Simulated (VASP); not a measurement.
# Al2B3N5 (P1) in VASP: notebook

Al2B3N5 is run at these levels: PBE; tasks: single point, relaxation of cell and atoms.

All numbers are computed with VASP 6.6.1; they aren't measurements. Logs are shortened: lines on timing, memory, paths and dates and some standing lists are left out, and cuts for length are marked.

### Step 1. The cell of the first run

The typed cell holds 10 atoms: a = 4.266 Å, b = 4.497 Å, c = 5.919 Å, α = 100.92°, β = 96.94°, γ = 105.26°.

### Step 2. Single point, PBE

INCAR

```
  ALGO = Normal
  EDIFF = 1E-7
  ENCUT = 520
  GGA = PE
  ISIF = 2
  ISMEAR = 0
  LASPH = True
  LCHARG = False
  LREAL = False
  LWAVE = False
  NBANDS = 31
  NELM = 100
  PREC = Accurate
  SIGMA = 0.1
```

KPOINTS

```
k-points
0
Gamma
  4 4 4
```

POSCAR

```
Al2B3N5
1.0
    4.2661378100      0.0000000000      0.0000000000
   -1.1837656100      4.3386986900      0.0000000000
   -0.7148409800     -1.3570701700      5.7169732400
Al B N
2 3 5
Direct
    0.2000291800      0.5999902700      0.2000291800
    0.4000291800      0.1999902700      0.4000291800
    0.6000291800      0.7999902700      0.6000291800
    0.8000291800      0.3999902700      0.8000291800
    0.0000291800      0.9999902700      0.0000291800
    0.9999908100      0.6666697300      0.9999908100
    0.1999908100      0.2666697300      0.1999908100
    0.3999908100      0.8666697300      0.3999908100
    0.5999908100      0.4666697300      0.5999908100
    0.7999908100      0.0666697300      0.7999908100
```

Potentials or basis: VASP PAW PBE potentials, release 64 (Al, B, N).

Command:

```sh
$ cat potpaw_PBE.64/Al/POTCAR potpaw_PBE.64/B/POTCAR potpaw_PBE.64/N/POTCAR > POTCAR
$ mpirun -np 1 vasp_std > vasp.out
```

OUTCAR:

```text
EDIFF = 1E-7
   ENCUT = 520
   GGA = PE
   ISIF = 2
   ISMEAR = 0
   LASPH = True
   LREAL = False
   NELM = 100
   PREC = Accurate

 ion  position               nearest neighbor table
   1  0.200  0.600  0.200-   6 1.50   7 1.50   8 1.50   4 2.60   3 2.60   2 2.60   5 2.60   2 2.60
                             5 2.60
   2  0.400  0.200  0.400-   7 1.50   8 1.50   9 1.50   5 2.60   4 2.60   1 2.60   3 2.60   1 2.60
                             3 2.60
   3  0.600  0.800  0.600-   8 1.50   9 1.50  10 1.50   1 2.60   2 2.60   2 2.60
   4  0.800  0.400  0.800-   9 1.50  10 1.50   6 1.50   1 2.60   2 2.60
   5  0.000  1.000  0.000-  10 1.50   6 1.50   7 1.50   2 2.60   1 2.60   1 2.60
   6  1.000  0.667  1.000-   1 1.50   5 1.50   4 1.50
   7  0.200  0.267  0.200-   2 1.50   1 1.50   5 1.50
   8  0.400  0.867  0.400-   3 1.50   2 1.50   1 1.50
   9  0.600  0.467  0.600-   4 1.50   3 1.50   2 1.50
  10  0.800  0.067  0.800-   5 1.50   4 1.50   3 1.50

  LATTYP: Found a triclinic cell.
 ALAT       =     4.2661378100
 B/A-ratio  =     1.8056047430
 C/A-ratio  =     1.0541827499
 COS(alpha) =     0.0002422702
 COS(beta)  =     0.2632176050
 COS(gamma) =     0.6466318992

  Lattice vectors:

 A1 = (  -4.2661378100,   0.0000000000,   0.0000000000)
 A2 = (  -4.9809787900,  -1.3570701700,   5.7169732400)
 A3 = (  -1.1837656100,   4.3386986900,   0.0000000000)

Analysis of symmetry for initial positions (statically):
=====================================================================
 Subroutine PRICEL returns:
 Original cell was already a primitive cell.

 Routine SETGRP: Setting up the symmetry group for a
 triclinic supercell.

 Subroutine GETGRP returns: Found  1 space group operations
 (whereof  1 operations were pure point group operations)
 out of a pool of  2 trial point group operations.

The static configuration has the point symmetry C_1 .

Analysis of symmetry for dynamics (positions and initial velocities):
=====================================================================
 Subroutine PRICEL returns:
 Original cell was already a primitive cell.

 Routine SETGRP: Setting up the symmetry group for a
 triclinic supercell.

 Subroutine GETGRP returns: Found  1 space group operations
 (whereof  1 operations were pure point group operations)
 out of a pool of  2 trial point group operations.

[... 121 lines left out ...]
   NFREE  =      0    steps in history (QN), initial steepest desc. (CG)
   ISIF   =      2    stress and relaxation
   ISYM   =      2    0-nonsym 1-usesym 2-fastsym
   POTIM  = 0.5000    time-step for ionic-motion
   TEBEG  =    0.0;   TEEND  =   0.0 temperature during run
   PSTRESS=    0.0 pullay stress
   NELECT =      40.0000    total number of electrons
   NUPDOWN=      -1.0000    fix difference up-down
   EMIN   =  10.00;   EMAX   =-10.00  energy-range for DOS
   EFERMI =   0.00;   METHOD = LEGACY
   ISMEAR =     0;   SIGMA  =   0.10  broadening in eV -4-tet -1-fermi 0-gaus
   EFERMI_NEDOS =   21; number of points for ismear=-14 and -15
   IALGO  =     38    algorithm
   IMIX   =      4    mixing-type and parameters
     AMIX     =   0.40;   BMIX     =  1.00
     AMIX_MAG =   1.60;   BMIX_MAG =  1.00
  volume/ion in A,a.u.               =      10.58        71.41
  Fermi-wavevector in a.u.,A,eV,Ry     =   1.183699  2.236867 19.063716  1.401144
  Thomas-Fermi vector in A             =   2.319928
   LORBIT       =      0    0 simple, 1 ext, 2 COOP (PROOUT), +10 PAW based schemes
   GGA     = PE    functional components
   LHFCALC =     F    Hartree Fock is set to
   AEXX    =    0.0000 exact exchange contribution
   IVDW    =     0    specifies the selected vdW correction
   LEPSILON=     F    determine dielectric tensor
   LRPA    =     F    only Hartree local field effects (RPA)
 non-spin polarized calculation
 Gauss-broadening in eV      SIGMA  =   0.10
  energy-cutoff  :      520.00
  volume of cell :      105.82
 maximum number of plane-waves:      2866
   NGX = 15   NGY = 17   NGZ = 21

 number of electron      39.9999997 magnetization

 Free energy of the ion-electron system (eV)
  ---------------------------------------------------
  ext. energy  EPLUGINS =         0.00000000
  ---------------------------------------------------
  free energy    TOTEN  =       -69.05072176 eV

  energy without entropy =      -69.05072176  energy(sigma->0) =      -69.05072176

 E-fermi :   3.2109     XC(G=0):  -9.5910

 val. band max:        2.7034073227   @ k =   0.5000   0.0000  -0.0000
 cond. band min:       6.3984308995   @ k =   0.0000   0.0000   0.0000
 fundamental gap:      3.6950235769
 Fermi energy:         3.2109016334

 k-point     1 :       0.0000    0.0000    0.0000
  band No.  band energies     occupation
      1     -13.8958      2.00000
      2     -11.8056      2.00000
      3     -11.7732      2.00000
      4     -10.8311      2.00000
      5     -10.5056      2.00000
      6      -4.8636      2.00000
[... 805 lines left out ...]
     30      13.6325      0.00000
     31      14.1206      0.00000

 [... further k-points ...]

------------------------ aborting loop because EDIFF is reached ----------------------------------------

  FORCE on cell =-STRESS in cart. coord.  units (eV):
  Direction    XX          YY          ZZ          XY          YZ          ZX
  --------------------------------------------------------------------------------------
  -------------------------------------------------------------------------------------
  Total       16.6345201     55.3295750     45.8292194    -11.3371885      6.4931314     23.6416895
  in kB      251.8606544    837.7364000    693.8930086   -171.6545896     98.3114822    357.9551062
  external PRESSURE =     594.4966877 kB  Pullay stress =       0.0000000 kB

 VOLUME and BASIS-vectors are now :
 -----------------------------------------------------------------------------
  energy-cutoff  :      520.00
  volume of cell :      105.82
      direct lattice vectors                 reciprocal lattice vectors
     4.266137810  0.000000000  0.000000000     0.234404055  0.063954535  0.044490748
    -1.183765610  4.338698690  0.000000000     0.000000000  0.230483855  0.054711252
    -0.714840980 -1.357070170  5.716973240     0.000000000  0.000000000  0.174917733

 POSITION                                       TOTAL-FORCE (eV/Angst)
 -----------------------------------------------------------------------------------
      0.00012      2.33172      1.14356         0.289663     -0.419392      0.083360
      1.18388      0.32483      2.28696         0.064452     -0.602870      0.051083
      1.18388      2.65664      3.43035         0.045641      0.062410      0.275107
      2.36765      0.64974      4.57375        -0.244218      0.939894      0.008352
     -1.18365      4.33862      0.00017        -0.068680     -0.015614     -0.306591
      2.76208      1.53542      5.71692        -8.305675      5.727269    -11.828330
      0.39455      0.88560      1.14334        -4.197236     -9.150415    -11.826295
      0.39455      3.21740      2.28674         8.212032     -5.784369     11.788582
      1.57832      1.21051      3.43013         4.189521      9.146338     11.771425
      2.76208     -0.79638      4.57353         0.014500      0.096749     -0.016694
 -----------------------------------------------------------------------------------
    total drift:                               -0.000404      0.000235     -0.000548

  FREE ENERGIE OF THE ION-ELECTRON SYSTEM (eV)
  ---------------------------------------------------
  free  energy   TOTEN  =       -69.0507217598 eV

  energy  without entropy=      -69.0507217598  energy(sigma->0) =      -69.05072176
```

OSZICAR:

```text
N       E                     dE             d eps       ncg     rms          rms(c)
DAV:   1     0.194569930584E+03    0.19457E+03   -0.20158E+04  2232   0.118E+03
DAV:   2    -0.714211404006E+02   -0.26599E+03   -0.25587E+03  2870   0.270E+02
DAV:   3    -0.872074675126E+02   -0.15786E+02   -0.15715E+02  2752   0.712E+01
DAV:   4    -0.874136957986E+02   -0.20623E+00   -0.20608E+00  2994   0.887E+00
DAV:   5    -0.874169444060E+02   -0.32486E-02   -0.32484E-02  2893   0.105E+00    0.242E+01
DAV:   6    -0.700970310258E+02    0.17320E+02   -0.48656E+01  2519   0.372E+01    0.909E+00
DAV:   7    -0.693355236628E+02    0.76151E+00   -0.42589E+00  2768   0.116E+01    0.592E+00
DAV:   8    -0.690590568943E+02    0.27647E+00   -0.68590E-01  2786   0.500E+00    0.142E+00
DAV:   9    -0.690466724222E+02    0.12384E-01   -0.12136E-01  2827   0.222E+00    0.451E-01
DAV:  10    -0.690484520369E+02   -0.17796E-02   -0.22667E-02  2897   0.917E-01    0.288E-01
DAV:  11    -0.690500661369E+02   -0.16141E-02   -0.31842E-03  2739   0.399E-01    0.117E-01
DAV:  12    -0.690506362693E+02   -0.57013E-03   -0.67400E-04  2701   0.159E-01    0.448E-02
DAV:  13    -0.690507100665E+02   -0.73797E-04   -0.90493E-05  2754   0.613E-02    0.186E-02
DAV:  14    -0.690507212790E+02   -0.11212E-04   -0.26027E-05  2747   0.311E-02    0.547E-03
DAV:  15    -0.690507216589E+02   -0.37988E-06   -0.17161E-06  2994   0.891E-03    0.391E-03
DAV:  16    -0.690507217681E+02   -0.10923E-06   -0.32802E-07  2648   0.325E-03    0.134E-03
DAV:  17    -0.690507217598E+02    0.83046E-08   -0.15525E-07  1892   0.252E-03
   1 F= -.69050722E+02 E0= -.69050722E+02  d E =-.575402E-14
```

stdout:

```text
POSCAR found type information on POSCAR AlB N
 POSCAR found :  3 types and      10 ions
 scaLAPACK will be used
 LDA part: xc-table for (Slater+PW92), standard interpolation
 POSCAR, INCAR and KPOINTS ok, starting setup
 FFT: planning ... GRIDC
 FFT: planning ... GRID_SOFT
 FFT: planning ... GRID
 WAVECAR not read
 entering main loop
```

Wall time 63 s (1 thread of Intel Xeon 6975P-C (Granite Rapids), shared host); peak memory 0.26 GiB.

What came out:

```
Free energy            : -69.0507 eV
Pressure               : 59.4 GPa
Largest force          : 15.547 eV/Å
Band gap on the k mesh : 3.69 eV (least direct gap 4.05 eV)
```

Forces in eV/Å, atoms in the order of the input:
```
Al    0.290  -0.419   0.083
Al    0.064  -0.603   0.051
B     0.046   0.062   0.275
B    -0.244   0.940   0.008
B    -0.069  -0.016  -0.307
N    -8.306   5.727 -11.828
N    -4.197  -9.150 -11.826
N     8.212  -5.784  11.789
N     4.190   9.146  11.771
N     0.015   0.097  -0.017
```

Levels at points of the mesh, in eV from the valence-band top:
```
           k point  band 17  band 18  band 19  band 20  band 21  band 22  band 23  band 24
(0.00, 0.00, 0.00)    -0.64    -0.61    -0.55    -0.35     3.69     4.64     5.64     7.13
(0.50, 0.00, 0.00)    -1.03    -0.95    -0.16     0.00     4.41     5.69     7.53     7.58
(0.00, 0.50, 0.00)    -1.84    -1.80    -1.53    -0.80     4.91     5.63     5.86     6.14
(0.50, 0.50, 0.00)    -1.99    -1.85    -1.53    -0.37     5.97     6.61     6.91     7.32
(0.00, 0.00, 0.50)    -1.02    -1.01    -0.60    -0.35     4.19     4.91     4.97     6.08
(0.50, 0.00, 0.50)    -0.63    -0.60    -0.55    -0.31     4.82     5.72     7.07     7.47
(0.00, 0.50, 0.50)    -1.72    -1.52    -1.19    -1.06     4.16     6.11     6.38     6.59
(0.50, 0.50, 0.50)    -1.79    -1.54    -1.16    -0.82     4.98     6.38     7.23     7.74
```

Caveat: the stress differs along the axes, from 25 to 84 GPa; forces of over 1 eV/Å act on the atoms, so gaps and moduli don't describe the material at rest.

(Continued in part 2 of 2.)
